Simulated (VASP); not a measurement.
**Al16AgO24 (a cell with a defect) (Ag interstitial hop between voids): single point with PBE**

The system is Al16AgO24 (a cell with a defect) (Ag interstitial hop between voids).

```
CELL_PARAMETERS angstrom
2.40394 1.38792 4.37421
-4.80788 2.77583 8.74841
0.00000 -5.55167 8.74841
ATOMIC_POSITIONS crystal
Al 0.65772 0.33321 0.34694
Al 0.85588 0.43594 0.43198
Al 0.15497 0.06037 0.05478
Al 0.33098 0.15531 0.16820
Al 0.64543 0.32196 0.82112
Al 0.85593 0.44575 0.90920
Al 0.14828 0.06988 0.57640
Al 0.34645 0.17902 0.67526
Al 0.64556 0.82161 0.32494
Al 0.85525 0.91844 0.43228
Al 0.13667 0.58834 0.06784
Al 0.35402 0.68275 0.17271
Al 0.64777 0.82827 0.81893
Al 0.85443 0.92970 0.91977
Al 0.14961 0.57677 0.57163
Al 0.35460 0.67742 0.67512
O 0.43989 0.01860 0.38053
O 0.94968 0.11272 0.31045
O 0.03371 0.38865 0.21824
O 0.76447 0.18396 0.00989
O 0.24707 0.28823 0.47758
O 0.56553 0.50529 0.10113
O 0.45771 0.02908 0.86261
O 0.94545 0.12683 0.76926
O 0.05261 0.37851 0.72298
O 0.74814 0.22939 0.53588
O 0.22511 0.27294 0.97377
O 0.55084 0.47486 0.62835
O 0.44327 0.53666 0.37430
O 0.95079 0.62763 0.27545
O 0.04510 0.87663 0.22269
O 0.74707 0.73114 0.02210
O 0.25548 0.77443 0.47150
O 0.53594 0.96184 0.12637
O 0.44341 0.52322 0.87888
O 0.94701 0.63363 0.76991
O 0.06003 0.87409 0.71954
O 0.75348 0.71943 0.52861
O 0.24098 0.79014 0.96678
O 0.55308 0.97452 0.62270
Ag 0.56292 0.26266 0.20694
```

```json
{
  "Program": "VASP 6.6.1",
  "Task": "single point",
  "Functional": "PBE",
  "Potentials or basis": "VASP PAW PBE potentials, release 64 (Al, O, Ag)",
  "Cutoff": "520 eV",
  "k mesh": "1 × 1 × 1, shifted",
  "Occupations": "fermi-dirac, width 0.01 eV",
  "Spin": "no spin polarisation",
  "Dipole correction": "no",
  "Charge": "1",
  "Further INCAR settings": "LREAL = Auto; ALGO = Normal; EDIFF = 1e-07; NBANDS = 128; NELECT = 202.0"
}
```

The largest force is 0.021 eV/Å.

Forces on the atoms (eV/Å):
```
Al  -0.006 -0.005  0.003
Al  -0.004 -0.005  0.011
Al   0.004  0.005 -0.006
Al  -0.007 -0.011 -0.005
Al   0.000  0.001 -0.012
Al   0.001  0.006  0.011
Al  -0.006  0.000 -0.007
Al   0.005 -0.002  0.013
Al   0.000  0.004 -0.013
Al   0.001 -0.003  0.008
Al  -0.005  0.001 -0.010
Al   0.001 -0.002  0.013
Al   0.008  0.002 -0.007
Al  -0.006 -0.001  0.002
Al   0.001  0.003 -0.003
Al  -0.004 -0.002  0.007
O   -0.011  0.009  0.005
O   -0.009 -0.002 -0.009
O    0.018  0.011  0.002
O   -0.007 -0.010  0.015
O    0.000  0.007 -0.012
O    0.006 -0.008  0.001
O    0.000  0.002 -0.001
O   -0.006 -0.002  0.005
O    0.003 -0.001 -0.004
O    0.012 -0.004  0.004
O   -0.004  0.003  0.000
O    0.000  0.002  0.000
O   -0.007  0.003  0.000
O    0.003  0.003 -0.001
O   -0.007 -0.002  0.003
O   -0.002 -0.002 -0.004
O   -0.001  0.004  0.000
O    0.010  0.001 -0.001
O    0.004 -0.004 -0.003
O   -0.002  0.000  0.003
O    0.005  0.003  0.000
O    0.002 -0.004 -0.002
O    0.005  0.001  0.007
O    0.000  0.002 -0.004
Ag   0.005 -0.002 -0.009
```

Levels at points of the mesh, in eV from the Fermi level:
```csv
k point,band 98,band 99,band 100,band 101,band 102,band 103,band 104,band 105
"(0.25, 0.25, 0.25)",-1.88,-1.82,-0.62,-0.27,3.88,5.58,5.83,6.43
```

Run time: 2.6 min on 1 thread of Intel(R) Xeon(R) Platinum 8375C CPU @ 2.90GHz (Ice Lake) (shared host), peak memory 0.55 GiB.

Caveat: the k points lie up to 1.58 Å⁻¹ apart; the cell carries a net charge on a neutralising background, which shifts energy and pressure; the cell is charged against a uniform background, so pressure and absolute levels hang on convention.
